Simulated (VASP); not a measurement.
Wanted: the native input for a VASP 6.6.1 run.

| Quantity | Value |
| --- | --- |
| Task | single point |
| Functional | PBE |
| Potentials or basis | VASP PAW PBE potentials, release 64 (Cd, S) |
| Cutoff | 520 eV |
| k mesh | 10 × 10 × 12 |
| Occupations | gaussian, width 0.1 eV |
| Spin | no spin polarisation |
| Dipole correction | no |
| Further INCAR settings | ALGO = Normal; EDIFF = 1e-06; NBANDS = 22 |

The structure of Cd2S lies in POSCAR:

```
Cd2S
1.0
    5.2050600711      0.0000000000      0.0000000000
    0.0000000000      5.2050600711      0.0000000000
    0.0000000000      0.0000000000      3.9139972623
Cd S
2 1
Direct
    0.0000000000      0.5000000000      0.0000000000
    0.5000000000      0.0000000000      0.0000000000
    0.0000000000      0.0000000000      0.0000000000
```

The input as run:

INCAR

```
ALGO = Normal ; EDIFF = 1E-6
ENCUT = 520 ; GGA = PE
ISIF = 2 ; ISMEAR = 0
LASPH = True ; LCHARG = False
LREAL = False ; LWAVE = False
NBANDS = 22 ; NELM = 60
PREC = Accurate ; SIGMA = 0.1
```

KPOINTS

```
k-points
0
Gamma
  10 10 12
```

Potentials or basis: VASP PAW PBE potentials, release 64 (Cd, S).

Command:

```bash
$ cat potpaw_PBE.64/Cd/POTCAR potpaw_PBE.64/S/POTCAR > POTCAR
$ mpirun -np 1 vasp_std > vasp.out
```

It gave:

```json
{"Pressure": "0.2 GPa", "Band gap on the k mesh": "zero (band 15 reaches 1.64 eV, above the bottom of band 16 at -0.53 eV)"}
```

Wall time 7 min on 1 thread of AMD EPYC 7R13, on a shared host, peak memory 0.39 GiB.
